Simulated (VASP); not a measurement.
# Sn2AuO2 in VASP: single point with PBE+D3(BJ)

Aim: the single point of Sn2AuO2 with PBE+D3(BJ).

Program: VASP 6.6.1. These are calculated values, not measurements. Logs are shortened: lines on timing, memory, paths and dates and some standing lists are left out, and cuts for length are marked.

**1. The cell of the first run**

The cell holds a slab with vacuum, 5 atoms: a = 3.820 Å, b = 3.820 Å, c = 19.363 Å, α = 90.00°, β = 90.00°, γ = 90.00°.

**2. Single point, PBE+D3(BJ), collinear spin**

The input, INCAR:

```
PREC = Accurate
ENCUT = 520
EDIFF = 1E-7
ISMEAR = 0
SIGMA = 0.05
LREAL = F
LASPH = T
NELM = 150
ALGO = Normal
ISIF = 2
LWAVE = F
LCHARG = F
ISPIN = 2
MAGMOM = 0 0 0 0 1
LORBIT = 11
LMAXMIX = 4
LDIPOL = T
IDIPOL = 3
DIPOL = 0.5 0.5 0.311
GGA = PE
IVDW = 12
NBANDS = 38
```

The input, KPOINTS:

```
Automatic mesh
0
Gamma
  7 7 1
```

The input, POSCAR:

```
Sn2AuO2
1.0
    3.8201707215      0.0000000000      0.0000000000
    0.0000000000      3.8201707215      0.0000000000
    0.0000000000      0.0000000000     19.3630363687
Sn O Au
2 2 1
Direct
    0.5000000000      0.0000000000      0.2065791709
    0.0000000000      0.5000000000      0.3286176944
    0.0000000000      0.0000000000      0.2675984327
    0.5000000000      0.5000000000      0.2675984327
    0.0000000000      1.0000000000      0.4835520726
```

Potentials or basis: VASP PAW PBE potentials, release 64 (Sn_d, O, Au).

On the command line:

```bash
cat potpaw_PBE.64/Sn_d/POTCAR potpaw_PBE.64/O/POTCAR potpaw_PBE.64/Au/POTCAR > POTCAR
mpirun -np 1 vasp_std > vasp.out
```

OUTCAR:

```text
PREC = Accurate
   ENCUT = 520
   EDIFF = 1E-7
   ISMEAR = 0
   LREAL = F
   LASPH = T
   NELM = 150
   ISIF = 2
   ISPIN = 2
   LORBIT = 11
   GGA = PE
   IVDW = 12
 IVDW          = 12

 ion  position               nearest neighbor table
   1  0.500  0.000  0.207-   3 2.25   4 2.25   4 2.25   3 2.25   2 3.59   2 3.59   2 3.59   2 3.59

   2  0.000  0.500  0.329-   3 2.25   4 2.25   3 2.25   4 2.25   5 3.56   5 3.56   1 3.59   1 3.59
                             1 3.59   1 3.59
   3  0.000  0.000  0.268-   2 2.25   2 2.25   1 2.25   1 2.25
   4  0.500  0.500  0.268-   2 2.25   2 2.25   1 2.25   1 2.25
   5  0.000  0.000  0.484-   2 3.56   2 3.56

  LATTYP: Found a simple tetragonal cell.
 ALAT       =     3.8201707215
 C/A-ratio  =     5.0686311635

  Lattice vectors:

 A1 = (   3.8201707215,   0.0000000000,   0.0000000000)
 A2 = (   0.0000000000,   3.8201707215,   0.0000000000)
 A3 = (   0.0000000000,   0.0000000000,  19.3630363687)

Analysis of symmetry for initial positions (statically):
=====================================================================
 Subroutine PRICEL returns:
 Original cell was already a primitive cell.

 Routine SETGRP: Setting up the symmetry group for a
 simple tetragonal supercell.

 Subroutine GETGRP returns: Found  4 space group operations
 (whereof  4 operations were pure point group operations)
 out of a pool of 16 trial point group operations.

The static configuration has the point symmetry C_2v.

Analysis of symmetry for dynamics (positions and initial velocities):
=====================================================================
 Subroutine PRICEL returns:
 Original cell was already a primitive cell.

 Routine SETGRP: Setting up the symmetry group for a
 simple tetragonal supercell.

 Subroutine GETGRP returns: Found  4 space group operations
 (whereof  4 operations were pure point group operations)
 out of a pool of 16 trial point group operations.

The dynamic configuration has the point symmetry C_2v.

Analysis of structural, dynamic, and magnetic symmetry:
=====================================================================
 Subroutine PRICEL returns:
 Original cell was already a primitive cell.

 Routine SETGRP: Setting up the symmetry group for a
 simple tetragonal supercell.

 Subroutine GETGRP returns: Found  4 space group operations
 (whereof  4 operations were pure point group operations)
 out of a pool of 16 trial point group operations.

The overall configuration has the point symmetry C_2v.

 Subroutine INISYM returns: Found  4 space group operations
 (whereof  4 operations are pure point group operations),
 and found     1 'primitive' translations

----------------------------------------------------------------------------------------

                                     Primitive cell

  volume of cell :     282.5784

  direct lattice vectors                    reciprocal lattice vectors
     3.820170721  0.000000000  0.000000000     0.261768406  0.000000000  0.000000000
     0.000000000  3.820170721  0.000000000     0.000000000  0.261768406  0.000000000
     0.000000000  0.000000000 19.363036369     0.000000000  0.000000000  0.051644793

  length of vectors
     3.820170721  3.820170721 19.363036369     0.261768406  0.261768406  0.051644793

  position of ions in fractional coordinates (direct lattice)
     0.500000000  0.000000000  0.206579171
     0.000000000  0.500000000  0.328617694
     0.000000000  0.000000000  0.267598433
     0.500000000  0.500000000  0.267598433
     0.000000000  0.000000000  0.483552073

  ion indices of the primitive-cell ions
   primitive index   ion index
                 1           1
                 2           2
                 3           3
                 4           4
                 5           5

----------------------------------------------------------------------------------------

 KPOINTS: Automatic mesh

Automatic generation of k-mesh.
 Grid dimensions read from file:
 generate k-points for:    7    7    1

 Generating k-lattice:

  Cartesian coordinates                     Fractional coordinates (reciprocal lattice)
     0.037395487  0.000000000  0.000000000     0.142857143  0.000000000  0.000000000
     0.000000000  0.037395487  0.000000000     0.000000000  0.142857143  0.000000000
     0.000000000  0.000000000  0.051644793     0.000000000  0.000000000  1.000000000

  Length of vectors
     0.037395487  0.037395487  0.051644793

  Shift w.r.t. Gamma in fractional coordinates (k-lattice)
     0.000000000  0.000000000  0.000000000

 Subroutine IBZKPT returns following result:
 ===========================================

 Found     16 irreducible k-points:

 Following reciprocal coordinates:
            Coordinates               Weight
  0.000000  0.000000  0.000000      1.000000
  0.142857  0.000000  0.000000      2.000000
  0.000000  0.142857  0.000000      2.000000
  0.285714  0.000000  0.000000      2.000000
  0.000000  0.285714  0.000000      2.000000
  0.428571  0.000000  0.000000      2.000000
[... 8 lines left out ...]
 -0.285714  0.428571  0.000000      4.000000
  0.428571  0.428571  0.000000      4.000000
   k-points           NKPTS =     16   k-points in BZ     NKDIM =     16   number of bands    NBANDS=     38
   number of dos      NEDOS =    301   number of ions     NIONS =      5
   total plane-waves  NPLWV = 112896
   dimension x,y,z NGX =    28 NGY =   28 NGZ =  144
   dimension x,y,z NGXF=    56 NGYF=   56 NGZF=  288
   ions per type =               2   2   1
   NGX,Y,Z   is equivalent  to a cutoff of  12.19, 12.19, 12.36 a.u.
   NGXF,Y,Z  is equivalent  to a cutoff of  24.37, 24.37, 24.73 a.u.
 SYSTEM =  unknown system
   PREC   = accura    normal or accurate (medium, high low for compatibility)
   ISTART =      0    job   : 0-new  1-cont  2-samecut
   ICHARG =      2    charge: 1-file 2-atom 10-const
   ISPIN  =      2    spin polarized calculation?
   LNONCOLLINEAR =      F non collinear calculations
   LSORBIT =      F    spin-orbit coupling
   LASPH  =      T    aspherical Exc in radial PAW
   ENCUT  =  520.0 eV  38.22 Ry    6.18 a.u.   7.10  7.10 36.00*2*pi/ulx,y,z
   NELM   =    150;   NELMIN=  2; NELMDL= -5     # of ELM steps
   EDIFF  = 0.1E-06   stopping-criterion for ELM
   LREAL  =      F    real-space projection
   EDIFFG = 0.1E-05   stopping-criterion for IOM
   NSW    =      0    number of steps for IOM
   IBRION =     -1    ionic relax: 0-MD 1-quasi-New 2-CG
   NFREE  =      0    steps in history (QN), initial steepest desc. (CG)
   ISIF   =      2    stress and relaxation
   ISYM   =      2    0-nonsym 1-usesym 2-fastsym
   POTIM  = 0.5000    time-step for ionic-motion
   TEBEG  =    0.0;   TEEND  =   0.0 temperature during run
   PSTRESS=    0.0 pullay stress
   NELECT =      51.0000    total number of electrons
   NUPDOWN=      -1.0000    fix difference up-down
   EMIN   =  10.00;   EMAX   =-10.00  energy-range for DOS
   EFERMI =   0.00;   METHOD = LEGACY
   ISMEAR =     0;   SIGMA  =   0.05  broadening in eV -4-tet -1-fermi 0-gaus
   EFERMI_NEDOS =   21; number of points for ismear=-14 and -15
   IALGO  =     38    algorithm
   IMIX   =      4    mixing-type and parameters
     AMIX     =   0.40;   BMIX     =  1.00
     AMIX_MAG =   1.60;   BMIX_MAG =  1.00
  volume/ion in A,a.u.               =      56.52       381.39
  Fermi-wavevector in a.u.,A,eV,Ry     =   0.925164  1.748306 11.645604  0.855928
  Thomas-Fermi vector in A             =   2.050988
   LORBIT       =     11    0 simple, 1 ext, 2 COOP (PROOUT), +10 PAW based schemes
   GGA     = PE    functional components
   LHFCALC =     F    Hartree Fock is set to
   AEXX    =    0.0000 exact exchange contribution
   IVDW    =    12    specifies the selected vdW correction
   LEPSILON=     F    determine dielectric tensor
   LRPA    =     F    only Hartree local field effects (RPA)
 spin polarized calculation
 Gauss-broadening in eV      SIGMA  =   0.05
  energy-cutoff  :      520.00
  volume of cell :      282.58
 maximum number of plane-waves:      7644
   NGX = 15   NGY = 15   NGZ = 73

 dipolmoment           0.000000      0.000000     -0.043593 electrons x Angstroem

 number of electron      50.9999979 magnetization       0.0000137

 number of electron      50.9999979 magnetization      -0.0000301

 dipolmoment           0.000000      0.000000      0.103169 electrons x Angstroem

 Free energy of the ion-electron system (eV)
  ---------------------------------------------------
  ext. energy  EPLUGINS =         0.00000000
  ---------------------------------------------------
  free energy    TOTEN  =       -23.79515482 eV

  energy without entropy =      -23.79230808  energy(sigma->0) =      -23.79373145

 E-fermi :  -1.2174     XC(G=0):  -4.4096

 val. band max:       -1.2663729785   @ k =   0.2857   0.0000   0.0000
 cond. band min:      -1.2107329092   @ k =   0.2857   0.1429   0.0000
 fundamental gap:      0.0556400693
 Fermi energy:        -1.2173894720

 spin component 1

 k-point     1 :       0.0000    0.0000    0.0000
  band No.  band energies     occupation
      1     -22.8570      1.00000
      2     -22.4993      1.00000
      3     -22.4679      1.00000
      4     -22.4600      1.00000
      5     -22.4470      1.00000
      6     -22.4216      1.00000
[... 29 lines left out ...]
     36       5.7446      0.00000
     37       7.0775      0.00000

 k-point     2 :       0.1429    0.0000    0.0000
  band No.  band energies     occupation
      1     -22.8483      1.00000
      2     -22.4998      1.00000
      3     -22.4695      1.00000
      4     -22.4621      1.00000
      5     -22.4509      1.00000
      6     -22.4436      1.00000
[... 29 lines left out ...]
     36       6.0450      0.00000
     37       6.6052      0.00000
[... 518 lines left out ...]
     36       5.8806      0.00000
     37       6.3804      0.00000

 k-point    16 :       0.4286    0.4286    0.0000
  band No.  band energies     occupation
      1     -22.8020      1.00000
      2     -22.7821      1.00000
      3     -22.4712      1.00000
      4     -22.4591      1.00000
      5     -22.4412      1.00000
      6     -22.4260      1.00000
[... 29 lines left out ...]
     36       6.0372      0.00000
     37       6.7331      0.00000
 Fermi energy:        -1.2173894720

 spin component 2

 k-point     1 :       0.0000    0.0000    0.0000
  band No.  band energies     occupation
      1     -22.8570      1.00000
      2     -22.4993      1.00000
      3     -22.4679      1.00000
      4     -22.4600      1.00000
      5     -22.4470      1.00000
      6     -22.4216      1.00000
[... 29 lines left out ...]
     36       5.7437      0.00000
     37       7.0778      0.00000

 k-point     2 :       0.1429    0.0000    0.0000
  band No.  band energies     occupation
      1     -22.8483      1.00000
      2     -22.4998      1.00000
      3     -22.4695      1.00000
      4     -22.4621      1.00000
      5     -22.4509      1.00000
      6     -22.4436      1.00000
[... 29 lines left out ...]
     36       6.0440      0.00000
     37       6.6052      0.00000
[... 518 lines left out ...]
     36       5.8803      0.00000
     37       6.3801      0.00000

 k-point    16 :       0.4286    0.4286    0.0000
  band No.  band energies     occupation
      1     -22.8020      1.00000
      2     -22.7821      1.00000
      3     -22.4712      1.00000
      4     -22.4591      1.00000
      5     -22.4412      1.00000
      6     -22.4260      1.00000
[... 29 lines left out ...]
     36       6.0372      0.00000
     37       6.7311      0.00000
 [bands above 37 left out]

------------------------ aborting loop because EDIFF is reached ----------------------------------------

 vacuum level on the upper side and lower side of the slab       (xc-potential included)         0.522        -0.694

 Edisp (eV)   -0.83899

 E8    (eV) :    -0.3786

  FORCE on cell =-STRESS in cart. coord.  units (eV):
  Direction    XX          YY          ZZ          XY          YZ          ZX
  --------------------------------------------------------------------------------------
  -------------------------------------------------------------------------------------
  Total      -2.06805    -1.39189    -2.02609     0.00000     0.00000     0.00000
  in kB     -11.72553    -7.89182   -11.48764     0.00000     0.00000     0.00000
  external pressure =      -10.37 kB  Pullay stress =        0.00 kB

 VOLUME and BASIS-vectors are now :
 -----------------------------------------------------------------------------
  energy-cutoff  :      520.00
  volume of cell :      282.58
      direct lattice vectors                 reciprocal lattice vectors
     3.820170721  0.000000000  0.000000000     0.261768406  0.000000000  0.000000000
     0.000000000  3.820170721  0.000000000     0.000000000  0.261768406  0.000000000
     0.000000000  0.000000000 19.363036369     0.000000000  0.000000000  0.051644793

 POSITION                                       TOTAL-FORCE (eV/Angst)
 -----------------------------------------------------------------------------------
      1.91009      0.00000      4.00000         0.000000      0.000000     -0.021969
      0.00000      1.91009      6.36304         0.000000      0.000000      0.596359
      0.00000      0.00000      5.18152         0.000000      0.000000     -0.030842
      1.91009      1.91009      5.18152         0.000000      0.000000      0.094717
      0.00000      0.00000      9.36304         0.000000      0.000000     -0.638265
 -----------------------------------------------------------------------------------
    total drift:                                0.000000      0.000000      0.000020

  FREE ENERGIE OF THE ION-ELECTRON SYSTEM (eV)
  ---------------------------------------------------
  free  energy   TOTEN  =       -24.6341433505 eV

  energy  without entropy=      -24.6312966196  energy(sigma->0) =      -24.63271999

 vacuum level on the upper side and lower side of the slab         4.334         3.132

 total charge

# of ion       s       p       d       tot
------------------------------------------
    1        1.279   0.763  10.055  12.097
    2        1.255   0.735  10.062  12.052
    3        1.578   3.427   0.000   5.005
    4        1.579   3.423   0.000   5.002
    5        0.502   0.027   8.928   9.456
--------------------------------------------------
tot          6.192   8.376  29.044  43.612

 magnetization (x)

# of ion       s       p       d       tot
------------------------------------------
    1        0.000  -0.000  -0.000   0.000
    2       -0.000  -0.000   0.000  -0.000
    3        0.000   0.000   0.000   0.000
    4        0.000   0.000   0.000   0.000
    5       -0.000  -0.000   0.000  -0.000
--------------------------------------------------
tot         -0.000   0.000   0.000  -0.000
```

Run time: 20 min. Hardware: 1 thread of Intel Xeon 8259CL, shared host; peak memory 0.6 GiB.

Results:

```yaml
Free_energy: -24.6341 eV
Largest_force: 0.638 eV/Å
Net_moment: 0.00 μB per cell
Valence_electrons_inside_the_program's_atomic_spheres: Sn 12.10, 12.05; O 5.00; Au 9.46
Dispersion_energy_per_atom: -0.168 eV
```

Forces on the atoms (eV/Å):
```
Sn   0.000  0.000 -0.022
Sn   0.000  0.000  0.596
O    0.000  0.000 -0.031
O    0.000  0.000  0.095
Au   0.000  0.000 -0.638
```

Levels at points of the mesh, in eV from the Fermi level:
Spin up:
```tsv
k point	band 23	band 24	band 25	band 26	band 27	band 28	band 29	band 30
(0.00, 0.00, 0.00)	-1.62	-1.61	-1.45	-0.42	2.11	2.42	4.27	4.61
```
Spin down:
```csv
k point,band 22,band 23,band 24,band 25,band 26,band 27,band 28,band 29,band 30,band 31
"(0.00, 0.00, 0.00)",-1.84,-1.62,-1.61,-1.45,-0.42,2.11,2.42,4.27,4.61,4.61
```

Caveat: spin-orbit coupling is left out, which moves the levels of the heavy elements.
